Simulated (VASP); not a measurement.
# ZnCd2Te2S (Pmm2) in VASP: notebook

ZnCd2Te2S is run at these levels: PBE; tasks: single point.

Program: VASP 6.6.1. These are calculated values, not measurements. Logs are shortened: lines on timing, memory, paths and dates and some standing lists are left out, and cuts for length are marked.

## Step 1: The cell of the first run

Symmetry: Pmm2, No. 25, orthorhombic system. The conventional cell has a = 3.755 Å, b = 4.115 Å, c = 10.522 Å, α = 90.00°, β = 90.00°, γ = 90.00°. Zn (site symmetry mm2) has 6 Te at 2.96 to 2.99 Å and 1 Cd at 3.12 Å and 2 Zn at 3.75 Å within 3.9 Å. Cd (site symmetry mm2) has 2 S at 2.49 Å and 1 Zn at 3.12 Å within 3.3 Å. Within 3.3 Å of Cd (site symmetry mm2) lie 1 S at 2.47 Å and 4 Te at 3.05 Å. Within 4.2 Å of Te (site symmetry mm2) lie 4 Zn at 2.99 Å and 4 Cd at 3.44 Å and 6 Te at 3.75 to 4.11 Å and 2 S at 3.90 Å. Within 4.2 Å of Te (site symmetry mm2) lie 2 Zn at 2.96 Å and 4 Cd at 3.05 Å and 6 Te at 3.75 to 4.11 Å. Within 3.3 Å of S (site symmetry mm2) lie 3 Cd at 2.47 to 2.49 Å.

The cell was generated, and may not be a known phase.

## Step 2: Single point, PBE

File INCAR:

```
SYSTEM = ZnCd2Te2S
PREC     = Accurate       ! precision mode
ENCUT    = 520            ! plane-wave cutoff, eV
EDIFF    = 1E-6           ! SCF threshold, eV
ISMEAR   = 0              ! smearing method
SIGMA    = 0.1            ! smearing width, eV
LREAL    = .False.        ! projectors in reciprocal space
LASPH    = .True.         ! aspherical terms in the spheres
NELM     = 100            ! most SCF steps
ALGO     = Normal         ! electronic algorithm
ISIF     = 2              ! what is computed and relaxed
LWAVE    = .False.        ! write WAVECAR
LCHARG   = .False.        ! write CHGCAR
GGA      = PE             ! functional
NBANDS   = 36             ! bands
```

File KPOINTS:

```
regular mesh
0
Gamma
  6 4 2
  0 0 0
```

File POSCAR:

```
ZnCd2Te2S
1.0
    3.7546924954      0.0000000000      0.0000000000
    0.0000000000      4.1147299066      0.0000000000
    0.0000000000      0.0000000000     10.5215922121
Zn Cd Te S
1 2 2 1
Direct
    0.5000000000      0.5000000000      0.1294822173
    0.5000000000      0.5000000000      0.8331940749
    0.5000000000      0.0000000000      0.4653646754
    0.0000000000      0.0000000000      0.0249262960
    0.0000000000      0.5000000000      0.3468088289
    0.5000000000      0.0000000000      0.7002239075
```

Potentials or basis: VASP PAW PBE potentials, release 64 (Zn, Cd, Te, S).

Run with:

```
> cat potpaw_PBE.64/Zn/POTCAR potpaw_PBE.64/Cd/POTCAR potpaw_PBE.64/Te/POTCAR potpaw_PBE.64/S/POTCAR > POTCAR
> mpirun -np 1 vasp_std > vasp.out
```

OUTCAR:

```text
SYSTEM = ZnCd2Te2S
   PREC = Accurate
   ENCUT = 520
   EDIFF = 1E-6
   ISMEAR = 0
   LREAL = .False.
   LASPH = .True.
   NELM = 100
   ISIF = 2
   GGA = PE

 ion  position               nearest neighbor table
   1  0.500  0.500  0.129-   5 2.96   5 2.96   4 2.99   4 2.99   4 2.99   4 2.99   2 3.12
   2  0.500  0.500  0.833-   6 2.49   6 2.49   1 3.12   4 3.44   4 3.44   4 3.44   4 3.44
   3  0.500  0.000  0.465-   6 2.47   5 3.05   5 3.05   5 3.05   5 3.05
   4  0.000  0.000  0.025-   1 2.99   1 2.99   1 2.99   1 2.99   2 3.44   2 3.44   2 3.44   2 3.44

   5  0.000  0.500  0.347-   1 2.96   1 2.96   3 3.05   3 3.05   3 3.05   3 3.05
   6  0.500  0.000  0.700-   3 2.47   2 2.49   2 2.49

  LATTYP: Found a simple orthorhombic cell.
 ALAT       =     3.7546924954
 B/A-ratio  =     1.0958899861
 C/A-ratio  =     2.8022513761

  Lattice vectors:

 A1 = (   3.7546924954,   0.0000000000,   0.0000000000)
 A2 = (   0.0000000000,   4.1147299066,   0.0000000000)
 A3 = (   0.0000000000,   0.0000000000,  10.5215922121)

Analysis of symmetry for initial positions (statically):
=====================================================================
 Subroutine PRICEL returns:
 Original cell was already a primitive cell.

 Routine SETGRP: Setting up the symmetry group for a
 simple orthorhombic supercell.

 Subroutine GETGRP returns: Found  4 space group operations
 (whereof  4 operations were pure point group operations)
 out of a pool of  8 trial point group operations.

The static configuration has the point symmetry C_2v.

Analysis of symmetry for dynamics (positions and initial velocities):
=====================================================================
 Subroutine PRICEL returns:
 Original cell was already a primitive cell.

 Routine SETGRP: Setting up the symmetry group for a
 simple orthorhombic supercell.

 Subroutine GETGRP returns: Found  4 space group operations
 (whereof  4 operations were pure point group operations)
 out of a pool of  8 trial point group operations.

The dynamic configuration has the point symmetry C_2v.

 Subroutine INISYM returns: Found  4 space group operations
 (whereof  4 operations are pure point group operations),
 and found     1 'primitive' translations

----------------------------------------------------------------------------------------

                                     Primitive cell

  volume of cell :     162.5538

  direct lattice vectors                    reciprocal lattice vectors
     3.754692495  0.000000000  0.000000000     0.266333395  0.000000000  0.000000000
     0.000000000  4.114729907  0.000000000     0.000000000  0.243029317  0.000000000
     0.000000000  0.000000000 10.521592212     0.000000000  0.000000000  0.095042649

  length of vectors
     3.754692495  4.114729907 10.521592212     0.266333395  0.243029317  0.095042649

  position of ions in fractional coordinates (direct lattice)
     0.500000000  0.500000000  0.129482217
     0.500000000  0.500000000  0.833194075
     0.500000000  0.000000000  0.465364675
     0.000000000  0.000000000  0.024926296
     0.000000000  0.500000000  0.346808829
     0.500000000  0.000000000  0.700223908

  ion indices of the primitive-cell ions
   primitive index   ion index
                 1           1
                 2           2
                 3           3
                 4           4
                 5           5
                 6           6

----------------------------------------------------------------------------------------

 KPOINTS: regular mesh

Automatic generation of k-mesh.
 Grid dimensions read from file:
 generate k-points for:    6    4    2

 Generating k-lattice:

  Cartesian coordinates                     Fractional coordinates (reciprocal lattice)
     0.044388899  0.000000000  0.000000000     0.166666667  0.000000000  0.000000000
     0.000000000  0.060757329  0.000000000     0.000000000  0.250000000  0.000000000
     0.000000000  0.000000000  0.047521325     0.000000000  0.000000000  0.500000000

  Length of vectors
     0.044388899  0.060757329  0.047521325

  Shift w.r.t. Gamma in fractional coordinates (k-lattice)
     0.000000000  0.000000000  0.000000000

 Subroutine IBZKPT returns following result:
 ===========================================

 Found     24 irreducible k-points:

 Following reciprocal coordinates:
            Coordinates               Weight
  0.000000  0.000000  0.000000      1.000000
  0.166667  0.000000  0.000000      2.000000
  0.333333  0.000000  0.000000      2.000000
  0.500000  0.000000  0.000000      1.000000
  0.000000  0.250000  0.000000      2.000000
  0.166667  0.250000  0.000000      4.000000
[... 16 lines left out ...]
  0.333333  0.500000  0.500000      2.000000
  0.500000  0.500000  0.500000      1.000000
   k-points           NKPTS =     24   k-points in BZ     NKDIM =     24   number of bands    NBANDS=     36
   number of dos      NEDOS =    301   number of ions     NIONS =      6
   total plane-waves  NPLWV =  71680
   dimension x,y,z NGX =    28 NGY =   32 NGZ =   80
   dimension x,y,z NGXF=    56 NGYF=   64 NGZF=  160
   ions per type =               1   2   2   1
   NGX,Y,Z   is equivalent  to a cutoff of  12.40, 12.93, 12.64 a.u.
   NGXF,Y,Z  is equivalent  to a cutoff of  24.80, 25.86, 25.28 a.u.
 SYSTEM =  ZnCd2Te2S
   PREC   = accura    normal or accurate (medium, high low for compatibility)
   ISTART =      0    job   : 0-new  1-cont  2-samecut
   ICHARG =      2    charge: 1-file 2-atom 10-const
   ISPIN  =      1    spin polarized calculation?
   LNONCOLLINEAR =      F non collinear calculations
   LSORBIT =      F    spin-orbit coupling
   LASPH  =      T    aspherical Exc in radial PAW
   ENCUT  =  520.0 eV  38.22 Ry    6.18 a.u.   6.98  7.65 19.56*2*pi/ulx,y,z
   NELM   =    100;   NELMIN=  2; NELMDL= -5     # of ELM steps
   EDIFF  = 0.1E-05   stopping-criterion for ELM
   LREAL  =      F    real-space projection
   EDIFFG = 0.1E-04   stopping-criterion for IOM
   NSW    =      0    number of steps for IOM
   IBRION =     -1    ionic relax: 0-MD 1-quasi-New 2-CG
   NFREE  =      0    steps in history (QN), initial steepest desc. (CG)
   ISIF   =      2    stress and relaxation
   ISYM   =      2    0-nonsym 1-usesym 2-fastsym
   POTIM  = 0.5000    time-step for ionic-motion
   TEBEG  =    0.0;   TEEND  =   0.0 temperature during run
   PSTRESS=    0.0 pullay stress
   NELECT =      54.0000    total number of electrons
   NUPDOWN=      -1.0000    fix difference up-down
   EMIN   =  10.00;   EMAX   =-10.00  energy-range for DOS
   EFERMI =   0.00;   METHOD = LEGACY
   ISMEAR =     0;   SIGMA  =   0.10  broadening in eV -4-tet -1-fermi 0-gaus
   EFERMI_NEDOS =   21; number of points for ismear=-14 and -15
   IALGO  =     38    algorithm
   IMIX   =      4    mixing-type and parameters
     AMIX     =   0.40;   BMIX     =  1.00
     AMIX_MAG =   1.60;   BMIX_MAG =  1.00
  volume/ion in A,a.u.               =      27.09       182.83
  Fermi-wavevector in a.u.,A,eV,Ry     =   1.133810  2.142591 17.490637  1.285526
  Thomas-Fermi vector in A             =   2.270513
   LORBIT       =      0    0 simple, 1 ext, 2 COOP (PROOUT), +10 PAW based schemes
   GGA     = PE    functional components
   LHFCALC =     F    Hartree Fock is set to
   AEXX    =    0.0000 exact exchange contribution
   IVDW    =     0    specifies the selected vdW correction
   LEPSILON=     F    determine dielectric tensor
   LRPA    =     F    only Hartree local field effects (RPA)
 non-spin polarized calculation
 Gauss-broadening in eV      SIGMA  =   0.10
  energy-cutoff  :      520.00
  volume of cell :      162.55
 maximum number of plane-waves:      4412
 NGX is ok and might be reduce to    28
   NGX = 13   NGY = 15   NGZ = 39

 number of electron      53.9999990 magnetization

 Free energy of the ion-electron system (eV)
  ---------------------------------------------------
  ext. energy  EPLUGINS =         0.00000000
  ---------------------------------------------------
  free energy    TOTEN  =       -13.61789251 eV

  energy without entropy =      -13.61017639  energy(sigma->0) =      -13.61403445

 E-fermi :   3.2583     XC(G=0):  -9.4033

 val. band max:        3.2173974623   @ k =   0.3333   0.0000   0.5000
 cond. band min:       3.2707794612   @ k =   0.0000   0.2500   0.0000
 fundamental gap:      0.0533819989
 Fermi energy:         3.2583487632

 k-point     1 :       0.0000    0.0000    0.0000
  band No.  band energies     occupation
      1      -9.2092      2.00000
      2      -8.5422      2.00000
      3      -7.9917      2.00000
      4      -5.4502      2.00000
      5      -5.3792      2.00000
      6      -5.2380      2.00000
[... 28 lines left out ...]
     35       9.3423      0.00000
     36       9.5628      0.00000

 k-point     2 :       0.1667    0.0000    0.0000
  band No.  band energies     occupation
      1      -9.1312      2.00000
      2      -8.3658      2.00000
      3      -7.8193      2.00000
      4      -5.4321      2.00000
      5      -5.3726      2.00000
      6      -5.2081      2.00000
[... 28 lines left out ...]
     35       9.4754      0.00000
     36       9.5015      0.00000

 k-point     3 :       0.3333    0.0000    0.0000
  band No.  band energies     occupation
      1      -8.9809      2.00000
      2      -7.9230      2.00000
      3      -7.4148      2.00000
      4      -5.4037      2.00000
      5      -5.3593      2.00000
      6      -5.2038      2.00000
[... 28 lines left out ...]
     35       8.4778      0.00000
     36       8.8685      0.00000

 k-point     4 :       0.5000    0.0000    0.0000
  band No.  band energies     occupation
      1      -8.9071      2.00000
      2      -7.6351      2.00000
      3      -7.1690      2.00000
      4      -5.3938      2.00000
      5      -5.3526      2.00000
      6      -5.2406      2.00000
[... 28 lines left out ...]
     35       8.0662      0.00000
     36       8.3199      0.00000

 k-point     5 :       0.0000    0.2500    0.0000
  band No.  band energies     occupation
      1      -9.0865      2.00000
      2      -8.2995      2.00000
      3      -7.8086      2.00000
      4      -5.3755      2.00000
      5      -5.3266      2.00000
      6      -5.2002      2.00000
[... 655 lines left out ...]
 k-point    22 :       0.1667    0.5000    0.5000
  band No.  band energies     occupation
      1      -8.9285      2.00000
      2      -7.8083      2.00000
      3      -7.4798      2.00000
      4      -5.3128      2.00000
      5      -5.2703      2.00000
      6      -5.1966      2.00000
[... 28 lines left out ...]
     35       9.9619      0.00000
     36      10.5456      0.00000

 k-point    23 :       0.3333    0.5000    0.5000
  band No.  band energies     occupation
      1      -8.8199      2.00000
      2      -7.5080      2.00000
      3      -7.1261      2.00000
      4      -5.2940      2.00000
      5      -5.2706      2.00000
      6      -5.1794      2.00000
[... 28 lines left out ...]
     35       8.6430      0.00000
     36       9.7627      0.00000

 k-point    24 :       0.5000    0.5000    0.5000
  band No.  band energies     occupation
      1      -8.7635      2.00000
      2      -7.3437      2.00000
      3      -6.9174      2.00000
      4      -5.2909      2.00000
      5      -5.2607      2.00000
      6      -5.2157      2.00000
[... 28 lines left out ...]
     35       8.7110      0.00000
     36       9.5261      0.00000

------------------------ aborting loop because EDIFF is reached ----------------------------------------

  FORCE on cell =-STRESS in cart. coord.  units (eV):
  Direction    XX          YY          ZZ          XY          YZ          ZX
  --------------------------------------------------------------------------------------
  -------------------------------------------------------------------------------------
  Total        0.0030311     -0.0374138      0.0108778      0.0000000      0.0000000      0.0000000
  in kB        0.0298758     -0.3687617      0.1072152      0.0000000      0.0000000      0.0000000
  external PRESSURE =      -0.0772235 kB  Pullay stress =       0.0000000 kB

 VOLUME and BASIS-vectors are now :
 -----------------------------------------------------------------------------
  energy-cutoff  :      520.00
  volume of cell :      162.55
      direct lattice vectors                 reciprocal lattice vectors
     3.754692495  0.000000000  0.000000000     0.266333395  0.000000000  0.000000000
     0.000000000  4.114729907  0.000000000     0.000000000  0.243029317  0.000000000
     0.000000000  0.000000000 10.521592212     0.000000000  0.000000000  0.095042649

 POSITION                                       TOTAL-FORCE (eV/Angst)
 -----------------------------------------------------------------------------------
      1.87735      2.05736      1.36236         0.000000      0.000000     -0.029769
      1.87735      2.05736      8.76653         0.000000      0.000000      0.059077
      1.87735      0.00000      4.89638         0.000000      0.000000     -0.042567
      0.00000      0.00000      0.26226         0.000000      0.000000     -0.031321
      0.00000      2.05736      3.64898         0.000000      0.000000      0.026124
      1.87735      0.00000      7.36747         0.000000      0.000000      0.018455
 -----------------------------------------------------------------------------------
    total drift:                                0.000000     -0.000000      0.000062

  FREE ENERGIE OF THE ION-ELECTRON SYSTEM (eV)
  ---------------------------------------------------
  free  energy   TOTEN  =       -13.6178925068 eV

  energy  without entropy=      -13.6101763876  energy(sigma->0) =      -13.61403445
```

Wall time 2 min (1 thread of Intel Xeon Platinum 8488C (Sapphire Rapids), shared host); peak memory 0.35 GiB.

Results:

```
Free energy            : -13.6179 eV
Pressure               : 0.0 GPa
Largest force          : 0.059 eV/Å
Band gap on the k mesh : zero (bands 27 and 28 overlap by 1.35 eV)
```

Forces on the atoms (eV/Å):
```
Zn   0.000  0.000 -0.030
Cd   0.000  0.000  0.059
Cd   0.000  0.000 -0.043
Te   0.000  0.000 -0.031
Te   0.000  0.000  0.026
S    0.000  0.000  0.018
```

Caveat: the k points lie up to 0.38 Å⁻¹ apart, too coarse for converged energies and pressures of a metal; spin-orbit coupling is left out, which moves the levels of the heavy elements.

[end of part 1 of 2]

The gap in the log of VASP goes by the Fermi energy; the results here count the filled bands.